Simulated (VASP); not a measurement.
Wanted: the native input for a VASP 6.6.1 run.

| Property | Result |
| --- | --- |
| Task | single point |
| Functional | PBE |
| Potentials or basis | VASP PAW PBE potentials, release 64 (Si) |
| Cutoff | 520 eV |
| k mesh | 6 × 6 × 6 |
| Occupations | gaussian, width 0.1 eV |
| Spin | no spin polarisation |
| Dipole correction | no |
| Further INCAR settings | ALGO = Normal; EDIFF = 1e-06; NBANDS = 13 |

The structure of Si lies in POSCAR:

```
Si
1.0
    1.8372807072     -4.6457036482      0.0000000000
    1.8372807072      4.6457036482      0.0000000000
    0.0000000000      0.0000000000      3.6081116569
Si
3
Direct
    0.6715458502      0.3284541498      0.5000000000
    0.3284541498      0.6715458502      0.5000000000
    0.5000000000      0.5000000000      0.0000000000
```

The cell was generated, and may not be a known phase.

One way to write it, as run:

INCAR

```
SYSTEM = Si
PREC = Accurate
ENCUT = 520
EDIFF = 1E-6
ISMEAR = 0
SIGMA = 0.1
LREAL = .False.
LASPH = .True.
NELM = 100
ALGO = Normal
ISIF = 2
LWAVE = .False.
LCHARG = .True.
GGA = PE
LELF = .True.
LVHAR = .True.
NBANDS = 13
```

KPOINTS

```
Automatic mesh
0
Gamma
  6 6 6
  0 0 0
```

Potentials or basis: VASP PAW PBE potentials, release 64 (Si).

The run is started by

```console
$ cat potpaw_PBE.64/Si/POTCAR > POTCAR
$ mpirun -np 1 vasp_std > vasp.out
```

Results of the run:

| Property | Result |
| --- | --- |
| Pressure | 0.0 GPa |
| Largest force | 0.005 eV/Å |
| Band gap on the k mesh | zero (bands 6 and 7 overlap by 3.14 eV) |

Run time: 34 s on 1 thread of Intel Xeon 6975P-C, on a shared host, peak memory 0.2 GiB.
